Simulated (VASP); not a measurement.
Crystal: InAs.

```
CELL_PARAMETERS angstrom
0.00000 3.02400 3.02400
3.02400 0.00000 3.02400
3.02400 3.02400 0.00000
ATOMIC_POSITIONS crystal
In 0.00000 0.00000 0.00000
As 0.75000 0.75000 0.75000
```

Base run:

| Item | Value |
| --- | --- |
| Program | VASP 6.6.1 |
| Functional | PBE-based screened hybrid with 20 % exact exchange |
| Potentials or basis | VASP PAW PBE potentials, release 64 (In_d, As) |
| Cutoff | 520 eV |
| k mesh | 6 × 6 × 6 |
| Occupations | gaussian, width 0.05 eV |
| Spin | no spin polarisation |

Its results: band gap on the k mesh 0.38 eV; pressure 2.0 GPa.

The run is repeated on the same cell with these changes: functional from PBE-based screened hybrid with 20 % exact exchange to PBE0; share of exact exchange from 0.2 to 0.25. What comes out?

Band gap on the k mesh 1.13 eV; pressure 1.4 GPa.

Caveats: the PAW data sets were made with another functional, which shifts forces and pressure a little; spin-orbit coupling is left out, which moves the levels of the heavy elements.

